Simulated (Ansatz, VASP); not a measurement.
**Zn: VASP beside Ansatz**

```
Zn
1.0
     2.58713    0.00000    0.00000
    -1.29356    2.24052    0.00000
     0.00000    0.00000    9.88786
Zn
4
Direct
  0.00000 0.00000 0.00000
  0.33333 0.66667 0.25000
  0.00000 0.00000 0.50000
  0.66667 0.33333 0.75000
```

Alike in both runs: functional PBEsol; k mesh 18 × 18 × 4; occupations gaussian, width 0.1 eV; no spin polarisation.

Ansatz relaxed the structure, and its values are those at the end. VASP's run is a single point on that final structure, the one shown.

```csv
,VASP,Ansatz
version,VASP 6.6.1,Ansatz 0.2.0
potentials or method,"VASP PAW PBE potentials, release 64 (Zn), cutoff 520 eV","scalar-relativistic, plane waves, PAW"
valence electrons in the cell,48,48
```

Ansatz gave:

```
gap on the k mesh at the Fermi level (eV) : none
pressure (GPa)                            : 0.0
```

Task: Which values does VASP return?

Result: gap on the k mesh at the Fermi level (eV): none; pressure (GPa): 0.6.

VASP's potentials were made for PBE, not for PBEsol. A gap of «none» marks a metal or a gap that the smearing closes.
